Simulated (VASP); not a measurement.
Write the native input for VASP 6.6.1 that does the following.

- Task: single point
- Functional: PBE
- Potentials or basis: VASP PAW PBE potentials, release 64 (Mg, S)
- Cutoff: 520 eV
- k mesh: 4 × 4 × 4
- Occupations: gaussian, width 0.01 eV
- Spin: no spin polarisation
- Dipole correction: no
- Further INCAR settings: ALGO = Normal; EDIFF = 1e-06; NBANDS = 11

The structure of MgS lies in POSCAR:

```
MgS
1.0
    0.0000000000      2.7858638577      2.8308747665
    2.7858638577      0.0000000000      2.8308747665
    2.7858638577      2.7858638577      0.0000000000
Mg S
1 1
Direct
    0.0000000000      0.0000000000      0.0000000000
    0.7500000000      0.7500000000      0.7500000000
```

This cell differs from its parent crystal: biaxial xy strain -1.6%.

One way to write it, as run:

INCAR

```
PREC = Accurate
ENCUT = 520
EDIFF = 1E-6
ISMEAR = 0
SIGMA = 0.01
LREAL = False
LASPH = True
NELM = 100
ALGO = Normal
ISIF = 2
LWAVE = False
LCHARG = True
GGA = PE
LELF = True
LVHAR = True
NBANDS = 11
```

KPOINTS

```
Automatic mesh
0
Gamma
  4 4 4
```

Potentials or basis: VASP PAW PBE potentials, release 64 (Mg, S).

Launch:

```bash
$ cat potpaw_PBE.64/Mg/POTCAR potpaw_PBE.64/S/POTCAR > POTCAR
$ mpirun -np 1 vasp_std > vasp.out
```

It gave:

| Property | Result |
| --- | --- |
| Pressure | 3.1 GPa |
| Band gap on the k mesh | 3.60 eV |

Caveat: the k points lie up to 0.49 Å⁻¹ apart; the cell differs from its parent crystal (biaxial xy strain -1.6%).

It took 14 s on 1 thread of Intel(R) Xeon(R) Platinum 8488C (Sapphire Rapids), on a shared host, peak memory 0.16 GiB.
